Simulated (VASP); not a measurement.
# MgAu (Pm-3m) in VASP: further runs

MgAu is run at these levels: LDA; tasks: electric field gradients.

Program: VASP 6.6.1. These are calculated values, not measurements. Logs are shortened: lines on timing, memory, paths and dates and some standing lists are left out, and cuts for length are marked.

**1. The cell of the first run**

The structure is cubic, space group Pm-3m (No. 221). Conventional cell: a = 3.270 Å, b = 3.270 Å, c = 3.270 Å, α = 90.00°, β = 90.00°, γ = 90.00°. Mg (site symmetry m-3m) has 8 Au at 2.83 Å and 6 Mg at 3.27 Å within 3.7 Å. Au (site symmetry m-3m) has 8 Mg at 2.83 Å and 6 Au at 3.27 Å within 3.7 Å.

**2. Electric field gradients, LDA (volume scaled by 1.01)**

File INCAR:

```
  ALGO = Normal
  EDIFF = 1E-8
  ENCUT = 520
  ISIF = 2
  ISMEAR = -1
  LASPH = T
  LCHARG = F
  LEFG = T
  LREAL = F
  LWAVE = F
  NBANDS = 14
  NELM = 100
  PREC = Accurate
  SIGMA = 0.05
```

File KPOINTS:

```
k-points
0
Gamma
  13 13 13
```

File POSCAR:

```
MgAu
1.0
    3.2698273221      0.0000000000      0.0000000000
    0.0000000000      3.2698273221      0.0000000000
    0.0000000000      0.0000000000      3.2698273221
Mg Au
1 1
Direct
    0.5000000000      0.5000000000      0.5000000000
    0.0000000000      0.0000000000      0.0000000000
```

Potentials or basis: VASP PAW LDA potentials, release 64 (Mg, Au).

On the command line:

```sh
cat potpaw_LDA.64/Mg/POTCAR potpaw_LDA.64/Au/POTCAR > POTCAR
mpirun -np 1 vasp_std > vasp.out
```

OUTCAR:

```text
EDIFF = 1E-8
   ENCUT = 520
   ISIF = 2
   ISMEAR = -1
   LASPH = T
   LREAL = F
   NELM = 100
   PREC = Accurate

 ion  position               nearest neighbor table
   1  0.500  0.500  0.500-   2 2.83   2 2.83   2 2.83   2 2.83   2 2.83   2 2.83   2 2.83   2 2.83

   2  0.000  0.000  0.000-   1 2.83   1 2.83   1 2.83   1 2.83   1 2.83   1 2.83   1 2.83   1 2.83

  LATTYP: Found a simple cubic cell.
 ALAT       =     3.2698273221

  Lattice vectors:

 A1 = (   3.2698273221,   0.0000000000,   0.0000000000)
 A2 = (   0.0000000000,   3.2698273221,   0.0000000000)
 A3 = (   0.0000000000,   0.0000000000,   3.2698273221)

Analysis of symmetry for initial positions (statically):
=====================================================================
 Subroutine PRICEL returns:
 Original cell was already a primitive cell.

 Routine SETGRP: Setting up the symmetry group for a
 simple cubic supercell.

 Subroutine GETGRP returns: Found 48 space group operations
 (whereof 48 operations were pure point group operations)
 out of a pool of 48 trial point group operations.

The static configuration has the point symmetry O_h .

Analysis of symmetry for dynamics (positions and initial velocities):
=====================================================================
 Subroutine PRICEL returns:
 Original cell was already a primitive cell.

 Routine SETGRP: Setting up the symmetry group for a
 simple cubic supercell.

 Subroutine GETGRP returns: Found 48 space group operations
 (whereof 48 operations were pure point group operations)
 out of a pool of 48 trial point group operations.

The dynamic configuration has the point symmetry O_h .

 Subroutine INISYM returns: Found 48 space group operations
 (whereof 48 operations are pure point group operations),
 and found     1 'primitive' translations

----------------------------------------------------------------------------------------

                                     Primitive cell

  volume of cell :      34.9602

  direct lattice vectors                    reciprocal lattice vectors
     3.269827322  0.000000000  0.000000000     0.305826547  0.000000000  0.000000000
     0.000000000  3.269827322  0.000000000     0.000000000  0.305826547  0.000000000
     0.000000000  0.000000000  3.269827322     0.000000000  0.000000000  0.305826547

  length of vectors
[... 128 lines left out ...]

 E-fermi :   6.5432     XC(G=0): -11.2181

 val. band max:        6.5425928542   @ k =   0.3077   0.0769   0.0000
 cond. band min:       6.5657246557   @ k =   0.4615   0.4615   0.0769
 fundamental gap:      0.0231318015
 Fermi energy:         6.5431899927

 k-point     1 :       0.0000    0.0000    0.0000
  band No.  band energies     occupation
      1      -2.5099      2.00000
      2       0.7953      2.00000
      3       0.7953      2.00000
      4       2.5297      2.00000
      5       2.5297      2.00000
      6       2.5297      2.00000
      7      11.8991      0.00000
      8      11.8991      0.00000
      9      11.8991      0.00000
     10      15.4942      0.00000
     11      15.4942      0.00000
     12      16.5338      0.00000
     13      24.0025      0.00000
     14      24.0025      0.00000
[... 377 lines left out ...]
      1       0.2899      2.00000
      2       0.8192      2.00000
      3       1.9911      2.00000
      4       2.0609      2.00000
      5       2.1385      2.00000
      6       2.7444      2.00000
      7       6.1907      1.99827
      8       8.6841      0.00000
      9      12.5229      0.00000
     10      16.4464      0.00000
     11      17.3893      0.00000
     12      19.0154      0.00000
     13      19.6823      0.00000
     14      21.9137      0.00000

 [... further k-points ...]
[... 5 lines left out ...]
  --------------------------------------------------------------------------------------
  -------------------------------------------------------------------------------------
  Total       -1.0281696     -1.0281696     -1.0281696      0.0000000      0.0000000     -0.0000000
  in kB      -47.1195234    -47.1195234    -47.1195234      0.0000000      0.0000000     -0.0000000
  external PRESSURE =     -47.1195234 kB  Pullay stress =       0.0000000 kB

 VOLUME and BASIS-vectors are now :
 -----------------------------------------------------------------------------
  energy-cutoff  :      520.00
  volume of cell :       34.96
      direct lattice vectors                 reciprocal lattice vectors
     3.269827322  0.000000000  0.000000000     0.305826547  0.000000000  0.000000000
     0.000000000  3.269827322  0.000000000     0.000000000  0.305826547  0.000000000
     0.000000000  0.000000000  3.269827322     0.000000000  0.000000000  0.305826547

 POSITION                                       TOTAL-FORCE (eV/Angst)
 -----------------------------------------------------------------------------------
      1.63491      1.63491      1.63491         0.000000      0.000000      0.000000
      0.00000      0.00000      0.00000         0.000000      0.000000      0.000000
 -----------------------------------------------------------------------------------
    total drift:                                0.000000      0.000000      0.000000

  FREE ENERGIE OF THE ION-ELECTRON SYSTEM (eV)
  ---------------------------------------------------
  free  energy   TOTEN  =        -7.5911967367 eV

  energy  without entropy=       -7.5854740716  energy(sigma->0) =       -7.58833540

 Electric field gradients (V/A^2)
---------------------------------------------------------------------
 ion       V_xx      V_yy      V_zz      V_xy      V_xz      V_yz
---------------------------------------------------------------------
   1      -0.000    -0.000     0.000     0.000    -0.000     0.000
   2       0.000    -0.000    -0.000     0.000    -0.000    -0.000
---------------------------------------------------------------------

 Electric field gradients after diagonalization (V/A^2)
 (convention: |V_zz| > |V_xx| > |V_yy|)
----------------------------------------------------------------------
 ion       V_xx      V_yy      V_zz     asymmetry (V_yy - V_xx)/ V_zz
----------------------------------------------------------------------
   1      -0.000    -0.000     0.000       0.120
   2       0.000    -0.000    -0.000       0.586
----------------------------------------------------------------------

           NMR quadrupolar parameters

 Cq : quadrupolar parameter    Cq=e*Q*V_zz/h
 eta: asymmetry parameters     (V_yy - V_xx)/ V_zz
 Q  : nuclear electric quadrupole moment in mb (millibarn)
----------------------------------------------------------------------
 ion       Cq(MHz)       eta       Q (mb)
----------------------------------------------------------------------
   1       0.000       0.120       1.000
   2      -0.000       0.586       1.000
----------------------------------------------------------------------
```

OSZICAR:

```text
N       E                     dE             d eps       ncg     rms          rms(c)
DAV:   1     0.507764284322E+02    0.50776E+02   -0.55989E+03  2416   0.770E+02
DAV:   2    -0.715543856162E+01   -0.57932E+02   -0.53410E+02  2850   0.165E+02
DAV:   3    -0.819015523986E+01   -0.10347E+01   -0.10318E+01  2928   0.211E+01
DAV:   4    -0.819364654844E+01   -0.34913E-02   -0.34911E-02  2784   0.148E+00
DAV:   5    -0.819367727795E+01   -0.30730E-04   -0.30730E-04  2994   0.142E-01    0.559E+00
DAV:   6    -0.763420504857E+01    0.55947E+00   -0.24126E+00  2700   0.120E+01    0.280E+00
DAV:   7    -0.760650338184E+01    0.27702E-01   -0.26766E-02  2598   0.147E+00    0.155E+00
DAV:   8    -0.759124320783E+01    0.15260E-01   -0.69978E-03  2802   0.517E-01    0.121E-01
DAV:   9    -0.759120450471E+01    0.38703E-04   -0.21373E-04  2922   0.939E-02    0.556E-02
DAV:  10    -0.759119683552E+01    0.76692E-05   -0.93118E-06  2824   0.254E-02    0.597E-03
DAV:  11    -0.759119676129E+01    0.74236E-07   -0.13691E-07  3078   0.256E-03    0.333E-03
DAV:  12    -0.759119673668E+01    0.24610E-07   -0.41445E-08  2802   0.135E-03    0.215E-04
DAV:  13    -0.759119673671E+01   -0.34788E-10   -0.17236E-09  1710   0.346E-04
   1 F= -.75911967E+01 E0= -.75883354E+01  d E =-.572267E-02
```

stdout:

```text
POSCAR found type information on POSCAR MgAu
 POSCAR found :  2 types and       2 ions
 scaLAPACK will be used
 LDA part: xc-table for (Slater(with rela. corr.)+CA(PZ))
 , standard interpolation
 POSCAR, INCAR and KPOINTS ok, starting setup
 FFT: planning ... GRIDC
 FFT: planning ... GRID_SOFT
 FFT: planning ... GRID
 WAVECAR not read
 entering main loop
ion   1

ion   2
```

Run time: 18 s. Hardware: 1 thread of Intel Xeon Platinum 8375C at 2.90GHz (Ice Lake), shared host; peak memory 0.16 GiB.

Results:

```
Free energy : -7.5912 eV
Pressure    : -4.7 GPa
```

Levels at points of the mesh, in eV from the Fermi level:
```tsv
k point	band 3	band 4	band 5	band 6	band 7	band 8	band 9	band 10
(0.00, 0.00, 0.00)	-5.75	-4.01	-4.01	-4.01	5.36	5.36	5.36	8.95
```

Caveat: without QUAD_EFG the Cq values of the log hold for a quadrupole moment of 1 mb, not for the nuclei; spin-orbit coupling is left out, which moves the levels of the heavy elements.

**3. Electric field gradients, LDA (volume scaled by 1.01)**

File INCAR:

```
SYSTEM = MgAu
  ALGO = Normal
  EDIFF = 1E-8
  ENCUT = 520
  GGA = CA
  ISIF = 2
  ISMEAR = -1
  LASPH = .True.
  LCHARG = .False.
  LEFG = .True.
  LREAL = .False.
  LWAVE = .False.
  NBANDS = 14
  NELM = 60
  PREC = Accurate
  SIGMA = 0.05
```

File KPOINTS:

```
k-points
0
Gamma
  13 13 13
  0 0 0
```

POSCAR is that of step 2.

Potentials or basis: VASP PAW LDA potentials, release 64 (Mg, Au).

On the command line:

```sh
cat potpaw_LDA.64/Mg/POTCAR potpaw_LDA.64/Au/POTCAR > POTCAR
mpirun -np 1 vasp_std > vasp.out
```

OUTCAR:

```text
SYSTEM = MgAu
   EDIFF = 1E-8
   ENCUT = 520
   GGA = CA
   ISIF = 2
   ISMEAR = -1
   LASPH = .True.
   LREAL = .False.
   NELM = 60
   PREC = Accurate

 ion  position               nearest neighbor table
   1  0.500  0.500  0.500-   2 2.83   2 2.83   2 2.83   2 2.83   2 2.83   2 2.83   2 2.83   2 2.83

   2  0.000  0.000  0.000-   1 2.83   1 2.83   1 2.83   1 2.83   1 2.83   1 2.83   1 2.83   1 2.83

  LATTYP: Found a simple cubic cell.
 ALAT       =     3.2698273221

  Lattice vectors:

 A1 = (   3.2698273221,   0.0000000000,   0.0000000000)
 A2 = (   0.0000000000,   3.2698273221,   0.0000000000)
 A3 = (   0.0000000000,   0.0000000000,   3.2698273221)

Analysis of symmetry for initial positions (statically):
=====================================================================
 Subroutine PRICEL returns:
 Original cell was already a primitive cell.

 Routine SETGRP: Setting up the symmetry group for a
 simple cubic supercell.

 Subroutine GETGRP returns: Found 48 space group operations
 (whereof 48 operations were pure point group operations)
 out of a pool of 48 trial point group operations.

The static configuration has the point symmetry O_h .

Analysis of symmetry for dynamics (positions and initial velocities):
=====================================================================
 Subroutine PRICEL returns:
 Original cell was already a primitive cell.

 Routine SETGRP: Setting up the symmetry group for a
 simple cubic supercell.

 Subroutine GETGRP returns: Found 48 space group operations
 (whereof 48 operations were pure point group operations)
 out of a pool of 48 trial point group operations.

The dynamic configuration has the point symmetry O_h .

[... 166 lines left out ...]
     13      24.0025      0.00000
     14      24.0025      0.00000
[... 377 lines left out ...]
      1       0.2899      2.00000
      2       0.8192      2.00000
      3       1.9911      2.00000
      4       2.0609      2.00000
      5       2.1385      2.00000
      6       2.7444      2.00000
      7       6.1907      1.99827
      8       8.6841      0.00000
      9      12.5229      0.00000
     10      16.4464      0.00000
     11      17.3893      0.00000
     12      19.0154      0.00000
     13      19.6823      0.00000
     14      21.9137      0.00000

 [... further k-points ...]
[... 5 lines left out ...]
  --------------------------------------------------------------------------------------
  -------------------------------------------------------------------------------------
  Total       -1.0281696     -1.0281696     -1.0281696      0.0000000      0.0000000     -0.0000000
  in kB      -47.1195234    -47.1195234    -47.1195234      0.0000000      0.0000000     -0.0000000
  external PRESSURE =     -47.1195234 kB  Pullay stress =       0.0000000 kB

 VOLUME and BASIS-vectors are now :
 -----------------------------------------------------------------------------
  energy-cutoff  :      520.00
  volume of cell :       34.96
      direct lattice vectors                 reciprocal lattice vectors
     3.269827322  0.000000000  0.000000000     0.305826547  0.000000000  0.000000000
     0.000000000  3.269827322  0.000000000     0.000000000  0.305826547  0.000000000
     0.000000000  0.000000000  3.269827322     0.000000000  0.000000000  0.305826547

 POSITION                                       TOTAL-FORCE (eV/Angst)
 -----------------------------------------------------------------------------------
      1.63491      1.63491      1.63491         0.000000      0.000000      0.000000
      0.00000      0.00000      0.00000         0.000000      0.000000      0.000000
 -----------------------------------------------------------------------------------
    total drift:                                0.000000      0.000000      0.000000

  FREE ENERGIE OF THE ION-ELECTRON SYSTEM (eV)
  ---------------------------------------------------
  free  energy   TOTEN  =        -7.5911967367 eV

  energy  without entropy=       -7.5854740716  energy(sigma->0) =       -7.58833540

 Electric field gradients (V/A^2)
---------------------------------------------------------------------
 ion       V_xx      V_yy      V_zz      V_xy      V_xz      V_yz
---------------------------------------------------------------------
   1      -0.000    -0.000     0.000     0.000    -0.000     0.000
   2       0.000    -0.000    -0.000     0.000    -0.000    -0.000
---------------------------------------------------------------------

 Electric field gradients after diagonalization (V/A^2)
 (convention: |V_zz| > |V_xx| > |V_yy|)
----------------------------------------------------------------------
 ion       V_xx      V_yy      V_zz     asymmetry (V_yy - V_xx)/ V_zz
----------------------------------------------------------------------
   1      -0.000    -0.000     0.000       0.120
   2       0.000    -0.000    -0.000       0.586
----------------------------------------------------------------------

           NMR quadrupolar parameters

 Cq : quadrupolar parameter    Cq=e*Q*V_zz/h
 eta: asymmetry parameters     (V_yy - V_xx)/ V_zz
 Q  : nuclear electric quadrupole moment in mb (millibarn)
----------------------------------------------------------------------
 ion       Cq(MHz)       eta       Q (mb)
----------------------------------------------------------------------
   1       0.000       0.120       1.000
   2      -0.000       0.586       1.000
----------------------------------------------------------------------
```

stdout:

```text
POSCAR found type information on POSCAR MgAu
 POSCAR found :  2 types and       2 ions
 scaLAPACK will be used
 LDA part: xc-table for (Slater(with rela. corr.)+CA(PZ))
 , standard interpolation
 POSCAR, INCAR and KPOINTS ok, starting setup
 FFT: planning ... GRIDC
 FFT: planning ... GRID_SOFT
 FFT: planning ... GRID
 WAVECAR not read
 entering main loop
ion   1

ion   2
```

Run time: 17 s. Hardware: 1 thread of Intel Xeon Platinum 8375C at 2.90GHz (Ice Lake), shared host; peak memory 0.16 GiB.

What came out:

* Free energy: -7.5912 eV
* Pressure: -4.7 GPa

Caveat: without QUAD_EFG the Cq values of the log hold for a quadrupole moment of 1 mb, not for the nuclei; spin-orbit coupling is left out, which moves the levels of the heavy elements.

(Part 1 of 3 ends here.)
